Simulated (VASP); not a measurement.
Wanted: the native input for a VASP 6.6.1 run.

| Property | Result |
| --- | --- |
| Task | single point |
| Functional | PBE |
| Potentials or basis | VASP PAW PBE potentials, release 64 (Be) |
| Cutoff | 520 eV |
| k mesh | 23 × 23 × 13 |
| Occupations | fermi-dirac, width 0.1 eV |
| Spin | no spin polarisation |
| Dipole correction | no |
| Further INCAR settings | ALGO = Normal; EDIFF = 1e-07; NBANDS = 9 |

The structure of Be lies in POSCAR:

```
Be
1.0
    2.2656737714      0.0000000000      0.0000000000
   -1.1328368857      1.9621310427      0.0000000000
    0.0000000000      0.0000000000      3.5587036811
Be
2
Direct
    0.3333333333      0.6666666667      0.2500000000
    0.6666666667      0.3333333333      0.7500000000
```

One way to write it, as run:

INCAR

```
ALGO = Normal
EDIFF = 1E-7
ENCUT = 520
GGA = PE
ISIF = 2
ISMEAR = -1
LASPH = True
LCHARG = True
LELF = True
LREAL = False
LVHAR = True
LWAVE = False
NBANDS = 9
NELM = 100
PREC = Accurate
SIGMA = 0.1
```

KPOINTS

```
k-points
0
Gamma
  23 23 13
```

Potentials or basis: VASP PAW PBE potentials, release 64 (Be).

Launch:

```console
$ cat potpaw_PBE.64/Be/POTCAR > POTCAR
$ mpirun -np 1 vasp_std > vasp.out
```

It gave:

```json
{"Pressure": "0.2 GPa", "Band gap on the k mesh": "zero (bands 2 and 3 overlap by 1.40 eV)"}
```

Wall time 72 s on 1 thread of Intel Xeon 8259CL (shared host), peak memory 0.16 GiB.
